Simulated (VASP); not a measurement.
Ga2O3: single point with PBE

Ga2O3:

```xyz
10
Lattice="2.5000 1.4434 4.4900 -2.5000 1.4434 4.4900 0.0000 -2.8868 4.4900" Properties=species:S:1:pos:R:3 pbc="T T T"
Ga    0.0000    0.0000    4.7819
Ga    0.0000    0.0000    1.9531
Ga    0.0000    0.0000    8.6882
Ga    0.0000    0.0000   11.5168
O    -0.9750    1.4434    7.8575
O    -0.7625   -1.5661    7.8575
O     1.7375    0.1227    7.8575
O     0.9750   -1.4434    5.6125
O     0.7625    1.5661    5.6125
O    -1.7375   -0.1227    5.6125
```

```yaml
Program: VASP 6.6.1
Task: single point
Functional: PBE
Potentials_or_basis: VASP PAW PBE potentials, release 64 (Ga_d, O)
Cutoff: 600 eV
k_mesh: 6 × 6 × 6
Occupations: gaussian, width 0.1 eV
Spin: no spin polarisation
Dipole_correction: no
Further_INCAR_settings: ALGO = Normal; EDIFF = 1e-06; NBANDS = 55
```

* Pressure: 8.2 GPa
* Largest force: 0.122 eV/Å
* Band gap on the k mesh: 2.76 eV (least direct gap 3.01 eV)

Forces on the atoms (eV/Å):
```
Ga   0.000  0.000  0.110
Ga   0.000  0.000 -0.110
Ga   0.000  0.000 -0.110
Ga   0.000  0.000  0.110
O   -0.122  0.000  0.000
O    0.061 -0.106  0.000
O    0.061  0.106  0.000
O    0.122  0.000  0.000
O   -0.061  0.106  0.000
O   -0.061 -0.106  0.000
```

Stress tensor (GPa, compression positive):
```
8.32 0.00 0.00
0.00 8.32 0.00
0.00 0.00 7.88
```

Levels at points of the mesh, in eV from the valence-band top:
| k point | band 41 | band 42 | band 43 | band 44 | band 45 | band 46 | band 47 | band 48 |
| --- | --- | --- | --- | --- | --- | --- | --- | --- |
| (0.00, 0.00, 0.00) | -0.32 | -0.31 | -0.25 | -0.25 | 2.76 | 6.63 | 6.86 | 8.92 |
| (0.50, 0.00, 0.00) | -0.97 | -0.97 | -0.15 | -0.15 | 6.33 | 6.33 | 6.71 | 6.71 |
| (0.50, 0.50, 0.00) | -0.85 | -0.70 | -0.25 | -0.14 | 6.50 | 6.68 | 7.58 | 7.65 |
| (0.50, 0.50, 0.50) | -0.30 | -0.30 | -0.30 | -0.30 | 5.82 | 5.82 | 7.79 | 7.79 |

Wall time 9.1 min on 1 thread of Oxide Virtual Turin-like Processor (shared host), peak memory 0.37 GiB.

Caveat: the cell stands under pressure. A k mesh can miss the band edges.
